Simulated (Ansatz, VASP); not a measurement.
# BAs in VASP and in Ansatz

Contents of INCAR:

```
  ALGO = Normal
  EDIFF = 1E-7
  EDIFFG = -0.05
  ENCUT = 500
  GGA = PE
  GGA_COMPAT = False
  IBRION = 2
  ISIF = 3
  ISMEAR = 0
  LASPH = True
  LCHARG = False
  LREAL = False
  LWAVE = False
  NELM = 120
  NELMIN = 4
  NSW = 80
  PREC = Accurate
  SIGMA = 0.1
```

Contents of KPOINTS:

```
k-points
0
Gamma
  8 8 8
```

File POSCAR:

```
BAs
1.0
    0.0000000000      2.4871809209      2.4871809209
    2.4871809209      0.0000000000      2.4871809209
    2.4871809209      2.4871809209      0.0000000000
B As
1 1
Direct
    0.0000000000      0.0000000000      0.0000000000
    0.2500000000      0.2500000000      0.2500000000
```

Input for Ansatz:

```yaml
crystal:
  lattice:
    - [0.0, 2.4871809209, 2.4871809209]
    - [2.4871809209, 0.0, 2.4871809209]
    - [2.4871809209, 2.4871809209, 0.0]
  atoms:
    - { symbol: B, position: [0.0, 0.0, 0.0] }
    - { symbol: As, position: [0.25, 0.25, 0.25] }
basis:
  ecutwfc: 420
kpoints:
  mp_grid: { grid: [8, 8, 8] }
hamiltonian:
  xc: pbe
scf:
  occupations: { method: gaussian, width: 0.1 }
output:
  forces: true
  stress: true
  eigenvalues: true
relax:
  adjacent_minimum: "off"
  f_tol: 0.05
  max_steps: 60
  cell: { stress_tol: 0.5 }
```

Alike in both runs: task relaxation of cell and atoms; functional PBE; k mesh 8 × 8 × 8; occupations gaussian, width 0.1 eV; no spin polarisation.

```csv
,VASP,Ansatz
version,VASP 6.6.1,Ansatz 0.2.0
potentials or method,"VASP PAW PBE potentials, release 64 (B, As), cutoff 500 eV","scalar-relativistic, plane waves, PAW"
valence electrons in the cell,8,18
```

```tsv
	VASP	Ansatz	Ansatz less VASP
gap on the k mesh at the Fermi level, each at its own relaxed structure (eV)	1.21	1.21	+0.001
relaxed volume (Å³/atom)	13.97	13.86	-0.105
relaxed cell length with the largest relative difference (Å)	3.406	3.397	-0.0085
```

VASP's potentials hold 8 valence electrons a cell and Ansatz's 18, so a difference there can come from the potentials and not from the codes.
